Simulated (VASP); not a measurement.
# Ti (Im-3m) in VASP: further runs

Ti is run at these levels: PBE; tasks: single point, relaxation of cell and atoms.

All numbers are computed with VASP 6.6.1; they aren't measurements. Logs are shortened: lines on timing, memory, paths and dates and some standing lists are left out, and cuts for length are marked.

### Step 1. The cell of the first run

Symmetry: Im-3m, No. 229, cubic system. Conventional cell: a = 3.265 Å, b = 3.265 Å, c = 3.265 Å, α = 90.00°, β = 90.00°, γ = 90.00°. Within 3.7 Å of Ti (site symmetry m-3m) lie 14 Ti at 2.83 to 3.27 Å.

### Step 2. Single point, PBE

Input file INCAR:

```
SYSTEM = Ti
PREC = Accurate ; ENCUT = 520
EDIFF = 1E-6 ; ISMEAR = 0
SIGMA = 0.1 ; LREAL = .False.
LASPH = .True. ; NELM = 100
ALGO = Normal ; ISIF = 2
LWAVE = .False. ; LCHARG = .False.
GGA = PE ; NBANDS = 12
```

Input file KPOINTS:

```
Automatic mesh
0
Gamma
  8 8 8
  0 0 0
```

Input file POSCAR:

```
Ti
1.0
   -1.6327237473      1.6327237473      1.6327237473
    1.6327237473     -1.6327237473      1.6327237473
    1.6327237473      1.6327237473     -1.6327237473
Ti
1
Direct
    0.0000000000      0.0000000000      0.0000000000
```

Potentials or basis: VASP PAW PBE potentials, release 64 (Ti_sv).

The run is started by

```sh
$ cat potpaw_PBE.64/Ti_sv/POTCAR > POTCAR
$ mpirun -np 1 vasp_std > vasp.out
```

OUTCAR:

```text
SYSTEM = Ti
   PREC = Accurate
   ENCUT = 520
   EDIFF = 1E-6
   ISMEAR = 0
   LREAL = .False.
   LASPH = .True.
   NELM = 100
   ISIF = 2
   GGA = PE

 ion  position               nearest neighbor table
   1  0.000  0.000  0.000-

  LATTYP: Found a body centered cubic cell.
 ALAT       =     3.2654474946

  Lattice vectors:

 A1 = (  -1.6327237473,   1.6327237473,   1.6327237473)
 A2 = (   1.6327237473,  -1.6327237473,   1.6327237473)
 A3 = (   1.6327237473,   1.6327237473,  -1.6327237473)

Analysis of symmetry for initial positions (statically):
=====================================================================
 Subroutine PRICEL returns:
 Original cell was already a primitive cell.

 Routine SETGRP: Setting up the symmetry group for a
 body centered cubic supercell.

 Subroutine GETGRP returns: Found 48 space group operations
 (whereof 48 operations were pure point group operations)
 out of a pool of 48 trial point group operations.

The static configuration has the point symmetry O_h .

Analysis of symmetry for dynamics (positions and initial velocities):
=====================================================================
 Subroutine PRICEL returns:
 Original cell was already a primitive cell.

 Routine SETGRP: Setting up the symmetry group for a
 body centered cubic supercell.

 Subroutine GETGRP returns: Found 48 space group operations
 (whereof 48 operations were pure point group operations)
 out of a pool of 48 trial point group operations.

The dynamic configuration has the point symmetry O_h .

 Subroutine INISYM returns: Found 48 space group operations
 (whereof 48 operations are pure point group operations),
 and found     1 'primitive' translations

----------------------------------------------------------------------------------------

                                     Primitive cell

  volume of cell :      17.4100

  direct lattice vectors                    reciprocal lattice vectors
    -1.632723747  1.632723747  1.632723747     0.000000000  0.306236741  0.306236741
     1.632723747 -1.632723747  1.632723747     0.306236741  0.000000000  0.306236741
     1.632723747  1.632723747 -1.632723747     0.306236741  0.306236741  0.000000000

  length of vectors
     2.827960485  2.827960485  2.827960485     0.433084153  0.433084153  0.433084153

  position of ions in fractional coordinates (direct lattice)
     0.000000000  0.000000000  0.000000000

  ion indices of the primitive-cell ions
   primitive index   ion index
                 1           1

----------------------------------------------------------------------------------------

 KPOINTS: Automatic mesh

Automatic generation of k-mesh.
 Grid dimensions read from file:
 generate k-points for:    8    8    8

 Generating k-lattice:

  Cartesian coordinates                     Fractional coordinates (reciprocal lattice)
     0.000000000  0.038279593  0.038279593     0.125000000  0.000000000  0.000000000
     0.038279593  0.000000000  0.038279593     0.000000000  0.125000000  0.000000000
     0.038279593  0.038279593  0.000000000     0.000000000  0.000000000  0.125000000

  Length of vectors
     0.054135519  0.054135519  0.054135519

  Shift w.r.t. Gamma in fractional coordinates (k-lattice)
     0.000000000  0.000000000  0.000000000

 Subroutine IBZKPT returns following result:
 ===========================================

 Found     29 irreducible k-points:

 Following reciprocal coordinates:
            Coordinates               Weight
  0.000000  0.000000  0.000000      1.000000
  0.125000  0.000000  0.000000     12.000000
  0.250000  0.000000  0.000000     12.000000
  0.375000  0.000000  0.000000     12.000000
  0.500000  0.000000  0.000000      6.000000
  0.125000  0.125000  0.000000     24.000000
[... 16 lines left out ...]
 -0.250000  0.250000  0.250000      6.000000
 -0.375000  0.375000  0.250000     24.000000
 [... further k-points ...]
   k-points           NKPTS =     29   k-points in BZ     NKDIM =     29   number of bands    NBANDS=     12
   number of dos      NEDOS =    301   number of ions     NIONS =      1
   total plane-waves  NPLWV =  13824
   dimension x,y,z NGX =    24 NGY =   24 NGZ =   24
   dimension x,y,z NGXF=    48 NGYF=   48 NGZF=   48
   ions per type =               1
   NGX,Y,Z   is equivalent  to a cutoff of  14.11, 14.11, 14.11 a.u.
   NGXF,Y,Z  is equivalent  to a cutoff of  28.22, 28.22, 28.22 a.u.
 SYSTEM =  Ti
   PREC   = accura    normal or accurate (medium, high low for compatibility)
   ISTART =      0    job   : 0-new  1-cont  2-samecut
   ICHARG =      2    charge: 1-file 2-atom 10-const
   ISPIN  =      1    spin polarized calculation?
   LNONCOLLINEAR =      F non collinear calculations
   LSORBIT =      F    spin-orbit coupling
   LASPH  =      T    aspherical Exc in radial PAW
   ENCUT  =  520.0 eV  38.22 Ry    6.18 a.u.   5.26  5.26  5.26*2*pi/ulx,y,z
   NELM   =    100;   NELMIN=  2; NELMDL= -5     # of ELM steps
   EDIFF  = 0.1E-05   stopping-criterion for ELM
   LREAL  =      F    real-space projection
   EDIFFG = 0.1E-04   stopping-criterion for IOM
   NSW    =      0    number of steps for IOM
   IBRION =     -1    ionic relax: 0-MD 1-quasi-New 2-CG
   NFREE  =      0    steps in history (QN), initial steepest desc. (CG)
   ISIF   =      2    stress and relaxation
   ISYM   =      2    0-nonsym 1-usesym 2-fastsym
   POTIM  = 0.5000    time-step for ionic-motion
   TEBEG  =    0.0;   TEEND  =   0.0 temperature during run
   PSTRESS=    0.0 pullay stress
   NELECT =      12.0000    total number of electrons
   NUPDOWN=      -1.0000    fix difference up-down
   EMIN   =  10.00;   EMAX   =-10.00  energy-range for DOS
   EFERMI =   0.00;   METHOD = LEGACY
   ISMEAR =     0;   SIGMA  =   0.10  broadening in eV -4-tet -1-fermi 0-gaus
   EFERMI_NEDOS =   21; number of points for ismear=-14 and -15
   IALGO  =     38    algorithm
   IMIX   =      4    mixing-type and parameters
     AMIX     =   0.40;   BMIX     =  1.00
     AMIX_MAG =   1.60;   BMIX_MAG =  1.00
  volume/ion in A,a.u.               =      17.41       117.49
  Fermi-wavevector in a.u.,A,eV,Ry     =   1.446114  2.732759 28.453126  2.091246
  Thomas-Fermi vector in A             =   2.564219
   LORBIT       =      0    0 simple, 1 ext, 2 COOP (PROOUT), +10 PAW based schemes
   GGA     = PE    functional components
   LHFCALC =     F    Hartree Fock is set to
   AEXX    =    0.0000 exact exchange contribution
   IVDW    =     0    specifies the selected vdW correction
   LEPSILON=     F    determine dielectric tensor
   LRPA    =     F    only Hartree local field effects (RPA)
 non-spin polarized calculation
 Gauss-broadening in eV      SIGMA  =   0.10
  energy-cutoff  :      520.00
  volume of cell :       17.41
 maximum number of plane-waves:       484
 NGX is ok and might be reduce to    24
   NGX = 11   NGY = 11   NGZ = 11

 number of electron      11.9999998 magnetization

 Free energy of the ion-electron system (eV)
  ---------------------------------------------------
  ext. energy  EPLUGINS =         0.00000000
  ---------------------------------------------------
  free energy    TOTEN  =        -7.73211838 eV

  energy without entropy =       -7.72050208  energy(sigma->0) =       -7.72631023

 E-fermi :   8.0615     XC(G=0): -11.4815

 val. band max:        8.0460135864   @ k =  -0.3750   0.3750   0.1250
 cond. band min:       8.0965834650   @ k =   0.5000   0.5000   0.1250
 fundamental gap:      0.0505698786
 Fermi energy:         8.0615472470

 k-point     1 :       0.0000    0.0000    0.0000
  band No.  band energies     occupation
      1     -48.4682      2.00000
      2     -24.3278      2.00000
      3     -24.3278      2.00000
      4     -24.3278      2.00000
      5       2.1123      2.00000
      6       9.0518      0.00000
      7       9.0518      0.00000
      8       9.0518      0.00000
      9      10.8038      0.00000
     10      10.8038      0.00000
     11      25.4549      0.00000
     12      25.4549      0.00000

 k-point     2 :       0.1250    0.0000    0.0000
  band No.  band energies     occupation
      1     -48.4493      2.00000
      2     -24.4291      2.00000
      3     -24.3590      2.00000
      4     -24.3284      2.00000
      5       2.6350      2.00000
      6       8.8217      0.00000
      7       8.9569      0.00000
      8       9.4320      0.00000
      9      10.5817      0.00000
     10      10.8213      0.00000
     11      24.5698      0.00000
     12      25.2618      0.00000

 k-point     3 :       0.2500    0.0000    0.0000
  band No.  band energies     occupation
      1     -48.4035      2.00000
      2     -24.6681      2.00000
      3     -24.4338      2.00000
      4     -24.3299      2.00000
      5       3.9913      2.00000
      6       8.3109      0.00042
      7       8.5204      0.00000
      8      10.4541      0.00000
      9      10.5164      0.00000
     10      10.9051      0.00000
     11      21.8128      0.00000
     12      23.8022      0.00000

 k-point     4 :       0.3750    0.0000    0.0000
  band No.  band energies     occupation
      1     -48.3573      2.00000
      2     -24.9003      2.00000
      3     -24.5077      2.00000
      4     -24.3315      2.00000
      5       5.3029      2.00000
      6       7.8511      1.99709
      7       8.5351      0.00000
      8      10.7331      0.00000
      9      11.0550      0.00000
     10      11.6977      0.00000
     11      18.4886      0.00000
     12      22.1217      0.00000

 k-point     5 :       0.5000    0.0000    0.0000
  band No.  band energies     occupation
      1     -48.3381      2.00000
      2     -24.9945      2.00000
      3     -24.5380      2.00000
      4     -24.3322      2.00000
      5       5.6178      2.00000
      6       7.6728      2.00000
      7       9.1924      0.00000
      8      10.7913      0.00000
      9      11.1401      0.00000
     10      12.3190      0.00000
     11      16.8042      0.00000
     12      21.4511      0.00000
[... 228 lines left out ...]
      1     -48.3040      2.00000
      2     -24.8057      2.00000
      3     -24.8057      2.00000
      4     -24.4540      2.00000
      5       7.1944      2.00000
      6       7.1944      2.00000
      7       7.8248      1.99919
      8      11.0628      0.00000
      9      11.0628      0.00000
     10      16.0852      0.00000
     11      16.0852      0.00000
     12      17.2321      0.00000

 k-point    22 :       0.2500    0.2500    0.2500
  band No.  band energies     occupation
      1     -48.3283      2.00000
      2     -24.6573      2.00000
      3     -24.6573      2.00000
      4     -24.6573      2.00000
      5       7.4565      2.00000
      6       7.4565      2.00000
      7       7.4565      2.00000
      8      11.1989      0.00000
      9      11.1989      0.00000
     10      17.1103      0.00000
     11      17.1103      0.00000
     12      17.4972      0.00000

 k-point    23 :      -0.2500    0.2500    0.2500
  band No.  band energies     occupation
      1     -48.3484      2.00000
      2     -24.6811      2.00000
      3     -24.5497      2.00000
      4     -24.5497      2.00000
      5       5.4253      2.00000
      6       8.1092      0.50031
      7       9.3528      0.00000
      8       9.3528      0.00000
      9      10.4133      0.00000
     10      11.6390      0.00000
     11      22.9981      0.00000
     12      22.9982      0.00000

 k-point    24 :      -0.3750    0.3750    0.2500
  band No.  band energies     occupation
      1     -48.3091      2.00000
      2     -24.8201      2.00000
      3     -24.6303      2.00000
      4     -24.5696      2.00000
      5       6.3090      2.00000
      6       7.2531      2.00000
      7       9.3673      0.00000
      8       9.8583      0.00000
      9      11.4548      0.00000
     10      12.5170      0.00000
     11      19.2095      0.00000
     12      21.0445      0.00000

 [... further k-points ...]

------------------------ aborting loop because EDIFF is reached ----------------------------------------

  FORCE on cell =-STRESS in cart. coord.  units (eV):
  Direction    XX          YY          ZZ          XY          YZ          ZX
  --------------------------------------------------------------------------------------
  -------------------------------------------------------------------------------------
  Total       -0.1471039     -0.1471039     -0.1471039      0.0000000     -0.0000000      0.0000000
  in kB      -13.5374422    -13.5374422    -13.5374422      0.0000000     -0.0000000      0.0000000
  external PRESSURE =     -13.5374422 kB  Pullay stress =       0.0000000 kB

 VOLUME and BASIS-vectors are now :
 -----------------------------------------------------------------------------
  energy-cutoff  :      520.00
  volume of cell :       17.41
      direct lattice vectors                 reciprocal lattice vectors
    -1.632723747  1.632723747  1.632723747     0.000000000  0.306236741  0.306236741
     1.632723747 -1.632723747  1.632723747     0.306236741  0.000000000  0.306236741
     1.632723747  1.632723747 -1.632723747     0.306236741  0.306236741  0.000000000

 POSITION                                       TOTAL-FORCE (eV/Angst)
 -----------------------------------------------------------------------------------
      0.00000      0.00000      0.00000        -0.000000      0.000000     -0.000000
 -----------------------------------------------------------------------------------
    total drift:                                0.000000      0.000000      0.000000

  FREE ENERGIE OF THE ION-ELECTRON SYSTEM (eV)
  ---------------------------------------------------
  free  energy   TOTEN  =        -7.7321183778 eV

  energy  without entropy=       -7.7205020831  energy(sigma->0) =       -7.72631023
```

It took 6.6 s on 1 thread of Intel Xeon Platinum 8488C (Sapphire Rapids), shared host; peak memory 0.13 GiB.

Results:

```
Free energy            : -7.7321 eV
Pressure               : -1.4 GPa
Band gap on the k mesh : zero (band 6 reaches 9.05 eV, above the bottom of band 7 at 7.46 eV)
```

### Step 3. Single point, PBE

This run uses another cell than the first one, of 17.25 Å³/atom, 0.991 times its volume.

Input file INCAR:

```
PREC = Accurate
ENCUT = 520
EDIFF = 1E-6
ISMEAR = 0
SIGMA = 0.1
LREAL = False
LASPH = True
NELM = 80
ALGO = Normal
ISIF = 2
LWAVE = False
LCHARG = False
GGA = PE
NBANDS = 12
```

Input file KPOINTS:

```
regular mesh
0
Gamma
  18 18 18
```

Input file POSCAR:

```
Ti
1.0
   -1.6278176474      1.6278176474      1.6278176474
    1.6278176474     -1.6278176474      1.6278176474
    1.6278176474      1.6278176474     -1.6278176474
Ti
1
Direct
    0.0000000000      0.0000000000      0.0000000000
```

Potentials or basis: VASP PAW PBE potentials, release 64 (Ti_sv).

The run is started by

```sh
$ cat potpaw_PBE.64/Ti_sv/POTCAR > POTCAR
$ mpirun -np 1 vasp_std > vasp.out
```

It took 23 s on 1 thread of Intel Xeon Platinum 8488C (Sapphire Rapids), shared host; peak memory 0.17 GiB.

Results (log left out):

| Property | Result |
| --- | --- |
| Free energy | -7.7306 eV |
| Pressure | -0.3 GPa |
| Band gap on the k mesh | zero (band 6 reaches 9.15 eV, above the bottom of band 7 at 7.56 eV) |

Levels at points of the mesh, in eV from the Fermi level:
```
           k point  band 4  band 5  band 6  band 7  band 8  band 9
(0.00, 0.00, 0.00)  -32.37   -5.97    0.99    0.99    0.99    2.76
(0.50, 0.00, 0.00)  -32.37   -2.47   -0.40    1.16    2.75    3.10
(0.50, 0.50, 0.50)  -32.84   -2.13   -2.13    3.95    3.95    3.95
```

### Step 4. Relaxation of cell and atoms, PBE

Input file INCAR:

```
ALGO     = Normal         # electronic algorithm
EDIFF    = 1E-7           # SCF threshold, eV
EDIFFG   = -0.005         # ionic threshold
ENCUT    = 600            # plane-wave cutoff, eV
GGA      = PE             # functional
IBRION   = 2              # ionic algorithm
ISIF     = 3              # what is computed and relaxed
ISMEAR   = 0              # smearing method
LASPH    = True           # aspherical terms in the spheres
LCHARG   = False          # write CHGCAR
LREAL    = False          # projectors in reciprocal space
LWAVE    = False          # write WAVECAR
NELM     = 80             # most SCF steps
NSW      = 100            # ionic steps
PREC     = Accurate       # precision mode
SIGMA    = 0.1            # smearing width, eV
```

Input file KPOINTS:

```
k-points
0
Gamma
  18 18 18
```

Input file POSCAR:

```
Ti
1.0
   -1.6327237473      1.6327237473      1.6327237473
    1.6327237473     -1.6327237473      1.6327237473
    1.6327237473      1.6327237473     -1.6327237473
Ti
1
Direct
    0.0000000000      0.0000000000      0.0000000000
```

The run is started by

```sh
$ cat potpaw_PBE.64/Ti_sv/POTCAR > POTCAR
$ mpirun -np 1 vasp_std > vasp.out
```

Wall time 45 s (1 thread of Intel Xeon Platinum 8488C (Sapphire Rapids), shared host); peak memory 0.17 GiB.

The run converged. Its results:

```
Free energy                            : -7.7305 eV
Relaxed volume                         : 17.21 Å³/atom
Relaxed cell                           : a = 2.817 Å, b = 2.817 Å, c = 2.817 Å, α = 109.47°, β = 109.47°, γ = 109.47°
Space group after relaxing (to 0.05 Å) : Im-3m (No. 229)
Energy gained by relaxing              : 0.8 meV/atom
Ionic steps                            : 3
Pressure after relaxing                : 0.0 GPa
Band gap on the k mesh                 : zero (band 6 reaches 9.18 eV, above the bottom of band 7 at 7.59 eV)
```

The path:
| step | energy change (eV) | largest force (eV/Å) | pressure (GPa) | volume (Å³) |
| --- | --- | --- | --- | --- |
| 1 | 0.0000 | 0.0000 | -1.20 | 17.41 |
| 2 | -0.0004 | 0.0000 | 0.80 | 17.08 |
| 3 | -0.0008 | 0.0000 | 0.00 | 17.21 |

Final structure:
```yaml
crystal:
  lattice:
    - [-1.62645, 1.62645, 1.62645]
    - [1.62645, -1.62645, 1.62645]
    - [1.62645, 1.62645, -1.62645]
  atoms:
    - { symbol: Ti, position: [0.00000, 0.00000, 0.00000] }
```

Levels at points of the mesh, in eV from the Fermi level:
```csv
k point,band 3,band 4,band 5,band 6,band 7,band 8,band 9,band 10
"(0.00, 0.00, 0.00)",-32.36,-32.36,-5.97,0.99,0.99,0.99,2.77,2.77
"(0.50, 0.00, 0.00)",-32.58,-32.37,-2.47,-0.41,1.17,2.76,3.11,4.31
"(0.50, 0.50, 0.50)",-32.84,-32.84,-2.13,-2.13,3.96,3.96,3.96,8.45
```

### Step 5. The runs side by side

| task | cell | k mesh | cutoff (eV) | gap on the mesh (eV) | pressure (GPa) |
| --- | --- | --- | --- | --- | --- |
| single point | a = 2.828 Å, angles 109.5°, 1 atom | 8 × 8 × 8 | 520 | none | -1.4 |
| single point | a = 2.819 Å, angles 109.5°, 1 atom | 18 × 18 × 18 | 520 | none | -0.3 |
| relaxation of cell and atoms | relaxed from a = 2.828 Å, angles 109.5°, 1 atom | 18 × 18 × 18 | 600 | none | 0.0 |

Alike in all rows: level PBE; potentials or basis VASP PAW PBE potentials, release 64 (Ti_sv); no spin polarisation; smearing gaussian 0.1 eV.

Total energies depend on the potentials used, so only differences within one code and one set of settings carry meaning.
